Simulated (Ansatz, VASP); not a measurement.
## Two plane-wave programs on NbSi

The input POSCAR:

```
NbSi
1.0
    3.1564400000      0.0000000000      0.0000000000
    0.0000000000      3.1564400000      0.0000000000
    0.0000000000      0.0000000000      3.1564400000
Nb Si
1 1
Direct
    0.0000000000      0.0000000000      0.0000000000
    0.5000000000      0.5000000000      0.5000000000
```

Contents of INCAR.step1:

```
ALGO     = Normal         # electronic algorithm
EDIFF    = 1E-5           # SCF threshold, eV
ENCUT    = 520            # plane-wave cutoff, eV
GGA      = PE             # functional
ISIF     = 2              # what is computed and relaxed
ISMEAR   = -1             # smearing method
LASPH    = T              # aspherical terms in the spheres
LCHARG   = F              # write CHGCAR
LREAL    = F              # projectors in reciprocal space
LWAVE    = T              # write WAVECAR
NBANDS   = 16             # bands
NELM     = 100            # most SCF steps
PREC     = Accurate       # precision mode
SIGMA    = 0.05           # smearing width, eV
```

Contents of INCAR.step2:

```
AEXX     = 1.0            # exact-exchange fraction
AGGAC    = 0.0          
ALDAC    = 0.0          
ALGO     = Normal         # electronic algorithm
EDIFF    = 1E-6           # SCF threshold, eV
ENCUT    = 520            # plane-wave cutoff, eV
GGA      = PE             # functional
ISIF     = 2              # what is computed and relaxed
ISMEAR   = -1             # smearing method
ISTART   = 1            
LASPH    = T              # aspherical terms in the spheres
LCHARG   = F              # write CHGCAR
LHFCALC  = T              # exact exchange
LREAL    = F              # projectors in reciprocal space
LWAVE    = F              # write WAVECAR
NBANDS   = 16             # bands
NELM     = 100            # most SCF steps
PREC     = Accurate       # precision mode
PRECFOCK = Normal       
SIGMA    = 0.05           # smearing width, eV
```

Contents of KPOINTS:

```
k-points
0
Gamma
  4 4 4
```

Contents of input:

```
crystal:
  lattice:
    - [3.15644, 0.0, 0.0]
    - [0.0, 3.15644, 0.0]
    - [0.0, 0.0, 3.15644]
  atoms:
    - { symbol: Nb, position: [0.0, 0.0, 0.0] }
    - { symbol: Si, position: [0.5, 0.5, 0.5] }
hamiltonian:
  xc: hf
  pseudopotentials: { kind: paw }
kpoints:
  mp_grid: { grid: [4, 4, 4] }
scf:
  occupations: { method: fermi_dirac, width: 0.05 }
output:
  forces: true
  stress: true
  eigenvalues: true
```

Alike in both runs: task single point; functional HF; k mesh 4 × 4 × 4; occupations fermi-dirac, width 0.05 eV; no spin polarisation.

```csv
,VASP,Ansatz
version,VASP 6.6.1,Ansatz 0.2.0
potentials or method,"VASP PAW PBE potentials, release 64 (Nb_sv, Si)",Ansatz PAW
plane-wave cutoff (eV),520,420
valence electrons in the cell,17,17
```

```csv
,VASP,Ansatz,Ansatz less VASP
gap on the k mesh at the Fermi level (eV),none,none,-
pressure (GPa),6.0,7.9,+1.93
```

VASP's potentials were made for PBE, not for HF. A gap of «none» marks a metal or a gap that the smearing closes. The functional is the same, so the differences come from potentials, cutoffs and numerics.

The k mesh is coarse, so the values compare programs but aren't converged.
